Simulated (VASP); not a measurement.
# Sb (Fm-3m) in VASP: a series of runs

Sb is run at these levels: revPBE; tasks: single point.

Program: VASP 6.6.1. These are calculated values, not measurements. Logs are shortened: lines on timing, memory, paths and dates and some standing lists are left out, and cuts for length are marked.

### Step 1. The cell of the first run

It takes space group Fm-3m (No. 225, cubic). Conventional cell: a = 4.613 Å, b = 4.613 Å, c = 4.613 Å, α = 90.00°, β = 90.00°, γ = 90.00°. Sb (site symmetry m-3m) has 12 Sb at 3.26 Å within 4.3 Å.

### Step 2. Single point, revPBE (volume scaled by 0.88)

Contents of INCAR:

```
SYSTEM = Sb
PREC     = Accurate       ! precision mode
ENCUT    = 520            ! plane-wave cutoff, eV
EDIFF    = 1E-7           ! SCF threshold, eV
ISMEAR   = -1             ! smearing method
SIGMA    = 0.1            ! smearing width, eV
LREAL    = .FALSE.        ! projectors in reciprocal space
LASPH    = .TRUE.         ! aspherical terms in the spheres
NELM     = 80             ! most SCF steps
ALGO     = Normal         ! electronic algorithm
ISIF     = 2              ! what is computed and relaxed
LWAVE    = .FALSE.        ! write WAVECAR
LCHARG   = .TRUE.         ! write CHGCAR
GGA      = RE             ! functional
LELF     = .TRUE.         ! ELF
LVHAR    = .TRUE.       
NBANDS   = 8              ! bands
```

Contents of KPOINTS:

```
regular mesh
0
G
  13 13 13
  0 0 0
```

Contents of POSCAR:

```
Sb
1.0
    0.0000000000      2.3066860896      2.3066860896
    2.3066860896      0.0000000000      2.3066860896
    2.3066860896      2.3066860896      0.0000000000
Sb
1
Direct
    0.0000000000      0.0000000000      0.0000000000
```

Potentials or basis: VASP PAW PBE potentials, release 64 (Sb).

Command:

```
> cat potpaw_PBE.64/Sb/POTCAR > POTCAR
> mpirun -np 1 vasp_std > vasp.out
```

OUTCAR:

```text
SYSTEM = Sb
   PREC = Accurate
   ENCUT = 520
   EDIFF = 1E-7
   ISMEAR = -1
   LREAL = .FALSE.
   LASPH = .TRUE.
   NELM = 80
   ISIF = 2
   GGA = RE

 ion  position               nearest neighbor table
   1  0.000  0.000  0.000-

  LATTYP: Found a face centered cubic cell.
 ALAT       =     4.6133721792

  Lattice vectors:

 A1 = (   0.0000000000,   2.3066860896,   2.3066860896)
 A2 = (   2.3066860896,   0.0000000000,   2.3066860896)
 A3 = (   2.3066860896,   2.3066860896,   0.0000000000)

Analysis of symmetry for initial positions (statically):
=====================================================================
 Subroutine PRICEL returns:
 Original cell was already a primitive cell.

 Routine SETGRP: Setting up the symmetry group for a
 face centered cubic supercell.

 Subroutine GETGRP returns: Found 48 space group operations
 (whereof 48 operations were pure point group operations)
 out of a pool of 48 trial point group operations.

The static configuration has the point symmetry O_h .

Analysis of symmetry for dynamics (positions and initial velocities):
=====================================================================
 Subroutine PRICEL returns:
 Original cell was already a primitive cell.

 Routine SETGRP: Setting up the symmetry group for a
 face centered cubic supercell.

 Subroutine GETGRP returns: Found 48 space group operations
 (whereof 48 operations were pure point group operations)
 out of a pool of 48 trial point group operations.

The dynamic configuration has the point symmetry O_h .

 Subroutine INISYM returns: Found 48 space group operations
 (whereof 48 operations are pure point group operations),
 and found     1 'primitive' translations

----------------------------------------------------------------------------------------

                                     Primitive cell

  volume of cell :      24.5468

  direct lattice vectors                    reciprocal lattice vectors
     0.000000000  2.306686090  2.306686090    -0.216761181  0.216761181  0.216761181
     2.306686090  0.000000000  2.306686090     0.216761181 -0.216761181  0.216761181
     2.306686090  2.306686090  0.000000000     0.216761181  0.216761181 -0.216761181

  length of vectors
     3.262146752  3.262146752  3.262146752     0.375441378  0.375441378  0.375441378

  position of ions in fractional coordinates (direct lattice)
     0.000000000  0.000000000  0.000000000

  ion indices of the primitive-cell ions
   primitive index   ion index
                 1           1

----------------------------------------------------------------------------------------

 KPOINTS: regular mesh

Automatic generation of k-mesh.
 Grid dimensions read from file:
 generate k-points for:   13   13   13

 Generating k-lattice:

  Cartesian coordinates                     Fractional coordinates (reciprocal lattice)
    -0.016673937  0.016673937  0.016673937     0.076923077  0.000000000  0.000000000
     0.016673937 -0.016673937  0.016673937     0.000000000  0.076923077  0.000000000
     0.016673937  0.016673937 -0.016673937     0.000000000  0.000000000  0.076923077

  Length of vectors
     0.028880106  0.028880106  0.028880106

  Shift w.r.t. Gamma in fractional coordinates (k-lattice)
     0.000000000  0.000000000  0.000000000

 Subroutine IBZKPT returns following result:
 ===========================================

 Found     84 irreducible k-points:

 Following reciprocal coordinates:
            Coordinates               Weight
  0.000000  0.000000  0.000000      1.000000
  0.076923  0.000000  0.000000      8.000000
  0.153846  0.000000  0.000000      8.000000
  0.230769  0.000000  0.000000      8.000000
  0.307692  0.000000  0.000000      8.000000
  0.384615  0.000000  0.000000      8.000000
[... 16 lines left out ...]
  0.384615  0.153846  0.000000     24.000000
  0.461538  0.153846  0.000000     24.000000
 [... further k-points ...]
   k-points           NKPTS =     84   k-points in BZ     NKDIM =     84   number of bands    NBANDS=      8
   number of dos      NEDOS =    301   number of ions     NIONS =      1
   total plane-waves  NPLWV =  13824
   dimension x,y,z NGX =    24 NGY =   24 NGZ =   24
   dimension x,y,z NGXF=    48 NGYF=   48 NGZF=   48
   ions per type =               1
   NGX,Y,Z   is equivalent  to a cutoff of  12.23, 12.23, 12.23 a.u.
   NGXF,Y,Z  is equivalent  to a cutoff of  24.46, 24.46, 24.46 a.u.
 SYSTEM =  Sb
   PREC   = accura    normal or accurate (medium, high low for compatibility)
   ISTART =      0    job   : 0-new  1-cont  2-samecut
   ICHARG =      2    charge: 1-file 2-atom 10-const
   ISPIN  =      1    spin polarized calculation?
   LNONCOLLINEAR =      F non collinear calculations
   LSORBIT =      F    spin-orbit coupling
   LASPH  =      T    aspherical Exc in radial PAW
   ENCUT  =  520.0 eV  38.22 Ry    6.18 a.u.   6.07  6.07  6.07*2*pi/ulx,y,z
   NELM   =     80;   NELMIN=  2; NELMDL= -5     # of ELM steps
   EDIFF  = 0.1E-06   stopping-criterion for ELM
   LREAL  =      F    real-space projection
   EDIFFG = 0.1E-05   stopping-criterion for IOM
   NSW    =      0    number of steps for IOM
   IBRION =     -1    ionic relax: 0-MD 1-quasi-New 2-CG
   NFREE  =      0    steps in history (QN), initial steepest desc. (CG)
   ISIF   =      2    stress and relaxation
   ISYM   =      2    0-nonsym 1-usesym 2-fastsym
   POTIM  = 0.5000    time-step for ionic-motion
   TEBEG  =    0.0;   TEEND  =   0.0 temperature during run
   PSTRESS=    0.0 pullay stress
   NELECT =       5.0000    total number of electrons
   NUPDOWN=      -1.0000    fix difference up-down
   EMIN   =  10.00;   EMAX   =-10.00  energy-range for DOS
   EFERMI =   0.00;   METHOD = LEGACY
   ISMEAR =    -1;   SIGMA  =   0.10  broadening in eV -4-tet -1-fermi 0-gaus
   EFERMI_NEDOS =   21; number of points for ismear=-14 and -15
   IALGO  =     38    algorithm
   IMIX   =      4    mixing-type and parameters
     AMIX     =   0.40;   BMIX     =  1.00
     AMIX_MAG =   1.60;   BMIX_MAG =  1.00
  volume/ion in A,a.u.               =      24.55       165.65
  Fermi-wavevector in a.u.,A,eV,Ry     =   0.963237  1.820253 12.623824  0.927825
  Thomas-Fermi vector in A             =   2.092765
   LORBIT       =      0    0 simple, 1 ext, 2 COOP (PROOUT), +10 PAW based schemes
   GGA     = RE    functional components
   LHFCALC =     F    Hartree Fock is set to
   AEXX    =    0.0000 exact exchange contribution
   IVDW    =     0    specifies the selected vdW correction
   LEPSILON=     F    determine dielectric tensor
   LRPA    =     F    only Hartree local field effects (RPA)
 non-spin polarized calculation
  energy-cutoff  :      520.00
  volume of cell :       24.55
 maximum number of plane-waves:       672
   NGX = 13   NGY = 13   NGZ = 13

 number of electron       4.9999999 magnetization

 Free energy of the ion-electron system (eV)
  ---------------------------------------------------
  ext. energy  EPLUGINS =         0.00000000
  ---------------------------------------------------
  free energy    TOTEN  =        -3.41647567 eV

  energy without entropy =       -3.39366247  energy(sigma->0) =       -3.40506907

 E-fermi :   9.8616     XC(G=0): -10.6210

 val. band max:        9.8313671011   @ k =   0.4615   0.3846   0.0769
 cond. band min:       9.8843508704   @ k =   0.4615   0.2308   0.0000
 fundamental gap:      0.0529837693
 Fermi energy:         9.8616478485

 k-point     1 :       0.0000    0.0000    0.0000
  band No.  band energies     occupation
      1      -3.8259      2.00000
      2      15.9125      0.00000
      3      15.9125      0.00000
      4      15.9125      0.00000
      5      20.0338      0.00000
      6      20.0896      0.00000
      7      20.0896      0.00000
      8      20.0896      0.00000

 k-point     2 :       0.0769    0.0000    0.0000
  band No.  band energies     occupation
      1      -3.6980      2.00000
      2      14.6419      0.00000
      3      15.7212      0.00000
      4      15.7212      0.00000
      5      19.0824      0.00000
      6      20.3904      0.00000
      7      20.3904      0.00000
      8      21.9147      0.00000

 k-point     3 :       0.1538    0.0000    0.0000
  band No.  band energies     occupation
      1      -3.3151      2.00000
      2      12.2178      0.00000
      3      15.2888      0.00000
      4      15.2888      0.00000
      5      18.6741      0.00000
      6      20.9739      0.00000
      7      20.9739      0.00000
      8      22.6773      0.00000

 k-point     4 :       0.2308    0.0000    0.0000
  band No.  band energies     occupation
      1      -2.6814      2.00000
      2       9.6876      1.70160
      3      14.8181      0.00000
      4      14.8181      0.00000
      5      18.4437      0.00000
      6      20.7312      0.00000
      7      20.7312      0.00000
      8      21.9976      0.00000

 k-point     5 :       0.3077    0.0000    0.0000
  band No.  band energies     occupation
      1      -1.8100      2.00000
      2       7.3148      2.00000
      3      14.4173      0.00000
      4      14.4173      0.00000
      5      18.3633      0.00000
      6      20.0262      0.00000
      7      20.0262      0.00000
      8      20.9457      0.00000
[... 177 lines left out ...]
 k-point    22 :       0.3077    0.1538    0.0000
  band No.  band energies     occupation
      1      -1.9649      2.00000
      2       9.1706      1.99801
      3      12.7506      0.00000
      4      13.0292      0.00000
      5      16.9077      0.00000
      6      18.9754      0.00000
      7      22.7649      0.00000
      8      22.8242      0.00000

 k-point    23 :       0.3846    0.1538    0.0000
  band No.  band energies     occupation
      1      -1.0268      2.00000
      2       6.9522      2.00000
      3      12.2597      0.00000
      4      12.5595      0.00000
      5      16.5626      0.00000
      6      20.3573      0.00000
      7      22.0143      0.00000
      8      22.6740      0.00000

 k-point    24 :       0.4615    0.1538    0.0000
  band No.  band energies     occupation
      1       0.0555      2.00000
      2       5.0473      2.00000
      3      11.5577      0.00000
      4      12.6086      0.00000
      5      16.4710      0.00000
      6      21.2007      0.00000
      7      21.3270      0.00000
      8      23.2658      0.00000

 [... further k-points ...]
[... 5 lines left out ...]
  --------------------------------------------------------------------------------------
  -------------------------------------------------------------------------------------
  Total        1.4315521      1.4315521      1.4315521     -0.0000000      0.0000000     -0.0000000
  in kB       93.4377240     93.4377240     93.4377240     -0.0000000      0.0000000     -0.0000000
  external PRESSURE =      93.4377240 kB  Pullay stress =       0.0000000 kB

 VOLUME and BASIS-vectors are now :
 -----------------------------------------------------------------------------
  energy-cutoff  :      520.00
  volume of cell :       24.55
      direct lattice vectors                 reciprocal lattice vectors
     0.000000000  2.306686090  2.306686090    -0.216761181  0.216761181  0.216761181
     2.306686090  0.000000000  2.306686090     0.216761181 -0.216761181  0.216761181
     2.306686090  2.306686090  0.000000000     0.216761181  0.216761181 -0.216761181

 POSITION                                       TOTAL-FORCE (eV/Angst)
 -----------------------------------------------------------------------------------
      0.00000      0.00000      0.00000         0.000000      0.000000      0.000000
 -----------------------------------------------------------------------------------
    total drift:                                0.000000     -0.000000     -0.000000

  FREE ENERGIE OF THE ION-ELECTRON SYSTEM (eV)
  ---------------------------------------------------
  free  energy   TOTEN  =        -3.4164756673 eV

  energy  without entropy=       -3.3936624740  energy(sigma->0) =       -3.40506907
```

It took 3.9 s on 1 thread of Intel Xeon 6975P-C (Granite Rapids), shared host; peak memory 0.14 GiB.

What came out:

```yaml
Free_energy: -3.4165 eV
Pressure: 9.3 GPa
```

Caveat: the PAW data sets were made with another functional, which shifts forces and pressure a little; spin-orbit coupling is left out, which moves the levels of the heavy elements.

[end of part 1 of 3]
